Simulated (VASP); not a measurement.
# Cl (Pm-3m) in VASP: single point with PBE

Aim: the single point of Cl with PBE.

Everything below comes from runs of VASP 6.6.1. Logs are shortened: lines on timing, memory, paths and dates and some standing lists are left out, and cuts for length are marked.

**1. The cell of the first run**

It takes space group Pm-3m (No. 221, cubic). The conventional cell has a = 2.876 Å, b = 2.876 Å, c = 2.876 Å, α = 90.00°, β = 90.00°, γ = 90.00°. Cl (site symmetry m-3m) has 6 Cl at 2.88 Å within 3.8 Å.

**2. Single point, PBE**

Contents of INCAR:

```
  PREC = Accurate
  ENCUT = 520
  EDIFF = 1E-7
  ISMEAR = -1
  SIGMA = 0.13605693000000002
  LREAL = False
  LASPH = True
  NELM = 100
  ALGO = Normal
  ISIF = 2
  LWAVE = False
  LCHARG = False
  GGA = PE
  NBANDS = 10
```

Contents of KPOINTS:

```
regular mesh
0
Gamma
  11 11 11
```

Contents of POSCAR:

```
Cl
1.0
    2.8760210614      0.0000000000      0.0000000000
    0.0000000000      2.8760210614      0.0000000000
    0.0000000000      0.0000000000      2.8760210614
Cl
1
Direct
    0.0000000000      0.0000000000      0.0000000000
```

Potentials or basis: VASP PAW PBE potentials, release 64 (Cl).

On the command line:

```bash
$ cat potpaw_PBE.64/Cl/POTCAR > POTCAR
$ mpirun -np 1 vasp_std > vasp.out
```

OUTCAR:

```text
PREC = Accurate
   ENCUT = 520
   EDIFF = 1E-7
   ISMEAR = -1
   LREAL = False
   LASPH = True
   NELM = 100
   ISIF = 2
   GGA = PE

 ion  position               nearest neighbor table
   1  0.000  0.000  0.000-

  LATTYP: Found a simple cubic cell.
 ALAT       =     2.8760210614

  Lattice vectors:

 A1 = (   2.8760210614,   0.0000000000,   0.0000000000)
 A2 = (   0.0000000000,   2.8760210614,   0.0000000000)
 A3 = (   0.0000000000,   0.0000000000,   2.8760210614)

Analysis of symmetry for initial positions (statically):
=====================================================================
 Subroutine PRICEL returns:
 Original cell was already a primitive cell.

 Routine SETGRP: Setting up the symmetry group for a
 simple cubic supercell.

 Subroutine GETGRP returns: Found 48 space group operations
 (whereof 48 operations were pure point group operations)
 out of a pool of 48 trial point group operations.

The static configuration has the point symmetry O_h .

Analysis of symmetry for dynamics (positions and initial velocities):
=====================================================================
 Subroutine PRICEL returns:
 Original cell was already a primitive cell.

 Routine SETGRP: Setting up the symmetry group for a
 simple cubic supercell.

 Subroutine GETGRP returns: Found 48 space group operations
 (whereof 48 operations were pure point group operations)
 out of a pool of 48 trial point group operations.

The dynamic configuration has the point symmetry O_h .

 Subroutine INISYM returns: Found 48 space group operations
 (whereof 48 operations are pure point group operations),
 and found     1 'primitive' translations

----------------------------------------------------------------------------------------

                                     Primitive cell

  volume of cell :      23.7890

  direct lattice vectors                    reciprocal lattice vectors
     2.876021061  0.000000000  0.000000000     0.347702600  0.000000000  0.000000000
     0.000000000  2.876021061  0.000000000     0.000000000  0.347702600  0.000000000
     0.000000000  0.000000000  2.876021061     0.000000000  0.000000000  0.347702600

  length of vectors
     2.876021061  2.876021061  2.876021061     0.347702600  0.347702600  0.347702600

  position of ions in fractional coordinates (direct lattice)
     0.000000000  0.000000000  0.000000000

[... 77 lines left out ...]
   EDIFFG = 0.1E-05   stopping-criterion for IOM
   NSW    =      0    number of steps for IOM
   IBRION =     -1    ionic relax: 0-MD 1-quasi-New 2-CG
   NFREE  =      0    steps in history (QN), initial steepest desc. (CG)
   ISIF   =      2    stress and relaxation
   ISYM   =      2    0-nonsym 1-usesym 2-fastsym
   POTIM  = 0.5000    time-step for ionic-motion
   TEBEG  =    0.0;   TEEND  =   0.0 temperature during run
   PSTRESS=    0.0 pullay stress
   NELECT =       7.0000    total number of electrons
   NUPDOWN=      -1.0000    fix difference up-down
   EMIN   =  10.00;   EMAX   =-10.00  energy-range for DOS
   EFERMI =   0.00;   METHOD = LEGACY
   ISMEAR =    -1;   SIGMA  =   0.14  broadening in eV -4-tet -1-fermi 0-gaus
   EFERMI_NEDOS =   21; number of points for ismear=-14 and -15
   IALGO  =     38    algorithm
   IMIX   =      4    mixing-type and parameters
     AMIX     =   0.40;   BMIX     =  1.00
     AMIX_MAG =   1.60;   BMIX_MAG =  1.00
  volume/ion in A,a.u.               =      23.79       160.54
  Fermi-wavevector in a.u.,A,eV,Ry     =   1.088885  2.057695 16.132035  1.185671
  Thomas-Fermi vector in A             =   2.225077
   LORBIT       =      0    0 simple, 1 ext, 2 COOP (PROOUT), +10 PAW based schemes
   GGA     = PE    functional components
   LHFCALC =     F    Hartree Fock is set to
   AEXX    =    0.0000 exact exchange contribution
   IVDW    =     0    specifies the selected vdW correction
   LEPSILON=     F    determine dielectric tensor
   LRPA    =     F    only Hartree local field effects (RPA)
 non-spin polarized calculation
  energy-cutoff  :      520.00
  volume of cell :       23.79
 maximum number of plane-waves:       659
 NGX is ok and might be reduce to    24
   NGX = 11   NGY = 11   NGZ = 11

 number of electron       7.0000001 magnetization

 Free energy of the ion-electron system (eV)
  ---------------------------------------------------
  ext. energy  EPLUGINS =         0.00000000
  ---------------------------------------------------
  free energy    TOTEN  =        -1.21286588 eV

  energy without entropy =       -1.12834863  energy(sigma->0) =       -1.17060726

 E-fermi :   1.2007     XC(G=0):  -8.8184

 val. band max:        1.1951682836   @ k =   0.4545   0.0909   0.0000
 cond. band min:       1.2200092541   @ k =   0.4545   0.0909   0.0909
 fundamental gap:      0.0248409705
 Fermi energy:         1.2007172872

 k-point     1 :       0.0000    0.0000    0.0000
  band No.  band energies     occupation
      1     -14.4299      2.00000
      2       1.0731      1.43724
      3       1.0731      1.43724
      4       1.0731      1.43724
      5       9.3605      0.00000
      6      11.5310      0.00000
      7      11.5310      0.00000
      8      21.7879      0.00000
      9      21.7879      0.00000
     10      21.7879      0.00000
[... 287 lines left out ...]
 k-point    24 :       0.2727    0.0909    0.0909
  band No.  band energies     occupation
      1     -13.7401      2.00000
      2      -1.8275      2.00000
      3       0.9258      1.76585
      4       0.9785      1.67314
      5      11.5014      0.00000
      6      13.0266      0.00000
      7      14.7222      0.00000
      8      17.1704      0.00000
      9      18.0296      0.00000
     10      20.6669      0.00000

 [... further k-points ...]

------------------------ aborting loop because EDIFF is reached ----------------------------------------

  FORCE on cell =-STRESS in cart. coord.  units (eV):
  Direction    XX          YY          ZZ          XY          YZ          ZX
  --------------------------------------------------------------------------------------
  -------------------------------------------------------------------------------------
  Total       -0.0226371     -0.0226371     -0.0226371      0.0000000     -0.0000000      0.0000000
  in kB       -1.5245983     -1.5245983     -1.5245983      0.0000000     -0.0000000      0.0000000
  external PRESSURE =      -1.5245983 kB  Pullay stress =       0.0000000 kB

 VOLUME and BASIS-vectors are now :
 -----------------------------------------------------------------------------
  energy-cutoff  :      520.00
  volume of cell :       23.79
      direct lattice vectors                 reciprocal lattice vectors
     2.876021061  0.000000000  0.000000000     0.347702600  0.000000000  0.000000000
     0.000000000  2.876021061  0.000000000     0.000000000  0.347702600  0.000000000
     0.000000000  0.000000000  2.876021061     0.000000000  0.000000000  0.347702600

 POSITION                                       TOTAL-FORCE (eV/Angst)
 -----------------------------------------------------------------------------------
      0.00000      0.00000      0.00000         0.000000      0.000000      0.000000
 -----------------------------------------------------------------------------------
    total drift:                               -0.000000      0.000000      0.000000

  FREE ENERGIE OF THE ION-ELECTRON SYSTEM (eV)
  ---------------------------------------------------
  free  energy   TOTEN  =        -1.2128658805 eV

  energy  without entropy=       -1.1283486320  energy(sigma->0) =       -1.17060726
```

It took 3.7 s on 1 thread of Intel Xeon 6975P-C (Granite Rapids), shared host; peak memory 0.13 GiB.

Results:

- Free energy: -1.2129 eV
- Pressure: -0.2 GPa

Caveat: an odd number of electrons without spin polarisation forces a metal; a magnetic or distorted state may lie lower.
